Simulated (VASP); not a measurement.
Si2W, 9 atoms in the cell. Symmetry: P6_222, No. 180, hexagonal system. The conventional cell has a = 4.462 Å, b = 4.462 Å, c = 6.603 Å, α = 90.00°, β = 90.00°, γ = 120.00°. Si (site symmetry 2) has 9 Si at 2.53 to 3.16 Å and 5 W at 2.56 to 2.60 Å within 3.3 Å. Within 3.4 Å of W (site symmetry 222) lie 10 Si at 2.56 to 2.60 Å and 4 W at 3.13 Å.  This cell differs from its parent crystal: strain -0.025 along x and y, +0.000 along z.

| Item | Value |
| --- | --- |
| Program | VASP 6.6.1 |
| Task | single point |
| Functional | PBEsol |
| Potentials or basis | VASP PAW PBE potentials, release 64 (Si, W_sv) |
| Cutoff | 520 eV |
| k mesh | 12 × 12 × 6 |
| Occupations | gaussian, width 0.15 eV |
| Spin | no spin polarisation |
| Dipole correction | no |
| Further INCAR settings | ALGO = Normal; EDIFF = 1e-06; NBANDS = 43 |

Potentials or basis: VASP PAW PBE potentials, release 64 (Si, W_sv).

Run with:

```sh
$ cat potpaw_PBE.64/Si/POTCAR potpaw_PBE.64/W_sv/POTCAR > POTCAR
$ mpirun -np 1 vasp_std > vasp.out
```

Hardware: 1 thread of Oxide Virtual Turin-like Processor (shared host).

**Question.** How long does it take, and how much memory?

**Answer.** Wall time 4 min on 1 thread of Oxide Virtual Turin-like Processor (shared host), peak memory 0.39 GiB. Counts: scf iterations 13, k points 76.
